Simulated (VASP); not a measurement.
Runs of VASP 6.6.1 on CuO. The structure is that of space group Cm (No. 8), or close to it. The cells are those of the table. 

| task | level | potentials or basis | cell | k mesh | cutoff (eV) | gap on the mesh (eV) | pressure (GPa) | largest force (eV/Å) |
| --- | --- | --- | --- | --- | --- | --- | --- | --- |
| single point | BLYP | VASP PAW PBE potentials, release 64 (Cu, O) | a = 2.973, b = 2.973, c = 5.150 Å, angles 73.2, 73.2, 60.0°, 4 atoms | 10 × 10 × 6 | 520 | none | 18.4 | 1.42 |
| relaxation of cell and atoms | PBE | VASP PAW PBE potentials, release 64 (Cu, O) | relaxed from a = 2.993, b = 2.993, c = 5.184 Å, angles 73.2, 73.2, 60.0°, 4 atoms | 8 × 8 × 5 | 600 | none | 0.0 | 0.01 |
| single point | LDA | VASP PAW LDA potentials, release 64 (Cu, O) | a = 2.953, b = 2.953, c = 5.114 Å, angles 73.2, 73.2, 60.0°, 4 atoms | 10 × 10 × 6 | 520 | none | -2.6 | 1.29 |
| single point | LDA | VASP PAW LDA potentials, release 64 (Cu, O) | a = 2.973, b = 2.973, c = 5.150 Å, angles 73.2, 73.2, 60.0°, 4 atoms | 10 × 10 × 6 | 520 | none | -6.7 | 1.17 |
| single point | BLYP | VASP PAW PBE potentials, release 64 (Cu, O) | a = 2.953, b = 2.953, c = 5.114 Å, angles 73.2, 73.2, 60.0°, 4 atoms | 10 × 10 × 6 | 520 | none | 23.5 | (a) |
| single point | BLYP | VASP PAW PBE potentials, release 64 (Cu, O) | a = 2.932, b = 2.932, c = 5.079 Å, angles 73.2, 73.2, 60.0°, 4 atoms | 10 × 10 × 6 | 520 | none | 29.1 | (b) |
| single point | LDA | VASP PAW LDA potentials, release 64 (Cu, O) | a = 2.932, b = 2.932, c = 5.079 Å, angles 73.2, 73.2, 60.0°, 4 atoms | 10 × 10 × 6 | 520 | none | 2.0 | 1.42 |
| single point | PBE | VASP PAW PBE potentials, release 64 (Cu, O) | a = 2.993, b = 2.993, c = 5.184 Å, angles 73.2, 73.2, 60.0°, 4 atoms | 5 × 5 × 3 | 520 | none | (c) | 1.23 |

Alike in all rows: no spin polarisation; smearing fermi-dirac 0.05 eV.

Problem. Fill in the values left out.

Solution. (a) 1.54; (b) 1.68; (c) 6.0.

Caveats: some runs use coarse meshes; semilocal functionals often make such compounds metallic where correlation or magnetic order opens a gap, which also shifts bond lengths; forces of over 1 eV/Å act on the atoms, so gaps and moduli don't describe the material at rest (some runs); the PAW data sets were made with another functional, which shifts forces and pressure a little (some runs).

A gap of «none» marks levels without a gap at the run's occupations.
